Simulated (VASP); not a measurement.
Crystal: KBr.

```
K Br
1.0
     0.00000    3.29250    3.29250
     3.29250    0.00000    3.29250
     3.29250    3.29250    0.00000
K Br
1 1
Direct
  0.00000 0.00000 0.00000
  0.50000 0.50000 0.50000
```

```yaml
Program: VASP 6.6.1
Task: relaxation of cell and atoms
Functional: PBE
Potentials_or_basis: VASP PAW PBE potentials, release 64 (K_sv, Br)
Cutoff: 600 eV
k_mesh: 6 × 6 × 6
Occupations: gaussian, width 0.02 eV
Spin: no spin polarisation
```

At the start: pressure 0.9 GPa; volume 35.69 Å³/atom.

Question: Where does the relaxation end?

Answer: Over 3 steps the energy falls by 5.5 meV/atom and the volume is 37.77 Å³/atom (+5.8 %); space group Fm-3m (No. 225, to 0.05 Å).

The path:
| step | energy change (eV) | largest force (eV/Å) | pressure (GPa) | volume (Å³) |
| --- | --- | --- | --- | --- |
| 1 | 0.0000 | 0.0000 | 0.89 | 71.39 |
| 2 | -0.0083 | 0.0000 | 0.41 | 73.45 |
| 3 | -0.0109 | 0.0000 | 0.00 | 75.54 |

Final structure:
```
CELL_PARAMETERS angstrom
0.00000 3.35520 3.35520
3.35520 0.00000 3.35520
3.35520 3.35520 0.00000
ATOMIC_POSITIONS crystal
K 0.00000 0.00000 0.00000
Br 0.50000 0.50000 0.50000
```
